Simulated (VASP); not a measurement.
Wanted: the native input for a VASP 6.6.1 run.

| Item | Value |
| --- | --- |
| Task | single point |
| Functional | PBE |
| Potentials or basis | VASP PAW PBE potentials, release 64 (Ti_sv, W_sv) |
| Cutoff | 520 eV |
| k mesh | 6 × 6 × 4 |
| Occupations | gaussian, width 0.1 eV |
| Spin | no spin polarisation |
| Dipole correction | no |
| Further INCAR settings | ALGO = Fast; EDIFF = 1e-06; NBANDS = 40 |

The structure of Ti3W2 lies in POSCAR:

```
Ti3W2
1.0
    5.3004212520      0.0000000000      0.0000000000
   -2.6502106260      4.5902994549      0.0000000000
    0.0000000000      0.0000000000      4.9572188624
Ti W
3 2
Direct
    0.5000000000      0.0000000000      0.5000000000
    0.0000000000      0.5000000000      0.5000000000
    0.5000000000      0.5000000000      0.5000000000
    0.0000000000      0.0000000000      0.2709194105
    0.0000000000      0.0000000000      0.7290805895
```

The cell was built from a structure type or drawn by symmetry, and may not be a known phase.

One way to write it, as run:

INCAR

```
PREC = Accurate ; ENCUT = 520
EDIFF = 1E-6 ; ISMEAR = 0
SIGMA = 0.1 ; LREAL = False
LASPH = True ; NELM = 60
ALGO = Fast ; ISIF = 2
LWAVE = False ; LCHARG = False
GGA = PE ; NBANDS = 40
```

KPOINTS

```
Automatic mesh
0
Gamma
  6 6 4
```

Potentials or basis: VASP PAW PBE potentials, release 64 (Ti_sv, W_sv).

Launch:

```console
$ cat potpaw_PBE.64/Ti_sv/POTCAR potpaw_PBE.64/W_sv/POTCAR > POTCAR
$ mpirun -np 1 vasp_std > vasp.out
```

Results of the run:

```
Pressure               : 0.2 GPa
Largest force          : 0.250 eV/Å
Band gap on the k mesh : zero (bands 32 and 33 overlap by 0.77 eV)
```

Caveat: spin-orbit coupling is left out, which moves the levels of the heavy elements.

Run time: 2.2 min on 1 thread of Intel(R) Xeon(R) 6975P-C (Granite Rapids) (shared host), peak memory 0.29 GiB.
